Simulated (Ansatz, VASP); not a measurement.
## AgB2: VASP beside Ansatz

Contents of INCAR:

```
SYSTEM = AgB2
  PREC = Accurate
  ENCUT = 520
  EDIFF = 1E-8
  ISMEAR = -1
  SIGMA = 0.05
  LREAL = .FALSE.
  LASPH = .TRUE.
  NELM = 80
  ALGO = Normal
  ISIF = 2
  LWAVE = .FALSE.
  LCHARG = .FALSE.
  GGA = PS
  LEFG = .TRUE.
  NBANDS = 16
```

File KPOINTS:

```
regular mesh
0
G
  16 16 13
  0 0 0
```

Contents of POSCAR:

```
AgB2
1.0
    3.0000016405      0.0000000000      0.0000000000
   -1.5000008203      2.5980776321      0.0000000000
    0.0000000000      0.0000000000      3.2400000000
Ag B
1 2
Direct
    0.0000000000      0.0000000000      0.0000000000
    0.3333333333      0.6666666667      0.5000000000
    0.6666666667      0.3333333333      0.5000000000
```

Input for Ansatz:

```yaml
crystal:
  lattice:
    - [3.0000016405, 0.0, 0.0]
    - [-1.5000008203, 2.5980776321, 0.0]
    - [0.0, 0.0, 3.24]
  atoms:
    - { symbol: Ag, position: [0.0, 0.0, 0.0] }
    - { symbol: B, position: [0.3333333333, 0.6666666667, 0.5] }
    - { symbol: B, position: [0.6666666667, 0.3333333333, 0.5] }
kpoints:
  mp_grid: { grid: [16, 16, 13] }
  band_path:
    path:
      - [0.0, 0.0, 0.0]
      - [0.5, 0.0, 0.0]
      - [0.3333333333, 0.3333333333, 0.0]
      - [0.0, 0.0, 0.0]
      - [0.0, 0.0, 0.5]
      - [0.5, 0.0, 0.5]
      - [0.3333333333, 0.3333333333, 0.5]
      - [0.0, 0.0, 0.5]
      - [0.5, 0.0, 0.5]
    npoints: 8
scf:
  occupations: { method: fermi_dirac, width: 0.05 }
hamiltonian:
  xc: pbesol
  pseudopotentials: { kind: all_electron, datasets: crystal }
output:
  forces: true
  stress: true
  eigenvalues: true
  efg: { contact_densities: true }
```

Alike in both runs: task electric field gradients; functional PBEsol; k mesh 16 × 16 × 13; occupations fermi-dirac, width 0.05 eV; no spin polarisation.

|  | VASP | Ansatz |
| --- | --- | --- |
| version | VASP 6.6.1 | Ansatz 0.2.0 |
| potentials or method | VASP PAW PBE potentials, release 64 (Ag, B), cutoff 520 eV | all-electron PAW with datasets made for the crystal, scalar-relativistic |

```csv
,VASP,Ansatz,Ansatz less VASP
size of Vzz on the site where it differs most (V/Å²),29.7,26.6,-3.15
```

VASP's potentials were made for PBE, not for PBEsol. Ansatz ran all-electron here, and VASP with PAW potentials.
